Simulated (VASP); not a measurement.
Wanted: the native input for a VASP 6.6.1 run.

| Item | Value |
| --- | --- |
| Task | relaxation of cell and atoms |
| Functional | PBE |
| Potentials or basis | VASP PAW PBE potentials, release 64 (Ti_sv, Te, As) |
| Cutoff | 600 eV |
| k mesh | 12 × 12 × 6 |
| Occupations | gaussian, width 0.1 eV |
| Spin | no spin polarisation |
| Dipole correction | no |
| Further INCAR settings | ALGO = Normal; EDIFF = 1e-06; IBRION = 2; EDIFFG = -0.01; NSW = 100; ISIF = 3 |

The structure of TiTeAs3 lies in POSCAR:

```
TiTeAs3
1.0
    4.6347561431      0.0000000000      0.0000000000
   -2.3173780715      4.0138165602      0.0000000000
    0.0000000000      0.0000000000      5.9473755784
Ti Te As
1 1 3
Direct
    0.3333333333      0.6666666667      0.5000000000
    0.6666666667      0.3333333333      0.0000000000
    0.0000000000      0.0000000000      0.7171573949
    0.0000000000      0.0000000000      0.2828426051
    0.6666666667      0.3333333333      0.5000000000
```

The cell was built from a structure type or drawn by symmetry, and may not be a known phase.

These files were run (other wordings do the same):

INCAR

```
SYSTEM = TiTeAs3
PREC     = Accurate       ! precision mode
ENCUT    = 600            ! plane-wave cutoff, eV
EDIFF    = 1E-6           ! SCF threshold, eV
ISMEAR   = 0              ! smearing method
SIGMA    = 0.1            ! smearing width, eV
LREAL    = .False.        ! projectors in reciprocal space
LASPH    = .True.         ! aspherical terms in the spheres
NELM     = 60             ! most SCF steps
ALGO     = Normal         ! electronic algorithm
ISIF     = 3              ! what is computed and relaxed
LWAVE    = .False.        ! write WAVECAR
LCHARG   = .False.        ! write CHGCAR
GGA      = PE             ! functional
IBRION   = 2              ! ionic algorithm
NSW      = 100            ! ionic steps
EDIFFG   = -0.01          ! ionic threshold
```

KPOINTS

```
Automatic mesh
0
Gamma
  12 12 6
  0 0 0
```

Potentials or basis: VASP PAW PBE potentials, release 64 (Ti_sv, Te, As).

Run with:

```bash
$ cat potpaw_PBE.64/Ti_sv/POTCAR potpaw_PBE.64/Te/POTCAR potpaw_PBE.64/As/POTCAR > POTCAR
$ mpirun -np 1 vasp_std > vasp.out
```

It gave:

| Property | Result |
| --- | --- |
| Relaxed volume | 22.24 Å³/atom |
| Relaxed cell | a = 4.607 Å, b = 4.607 Å, c = 6.048 Å, α = 90.00°, β = 90.00°, γ = 120.00° |
| Space group after relaxing (to 0.1 Å) | P-6m2 (No. 187) |
| Energy gained by relaxing | 1.8 meV/atom |
| Ionic steps | 8 |
| Pressure after relaxing | 0.0 GPa |
| Largest force after relaxing | 0.008 eV/Å |
| Band gap on the k mesh | zero (an odd number of electrons rules out a gap without spin polarisation) |

Caveat: spin-orbit coupling is left out, which moves the levels of the heavy elements.

Run time: 30 min on 1 thread of Intel Xeon 8259CL, with other jobs on the host, peak memory 0.46 GiB.
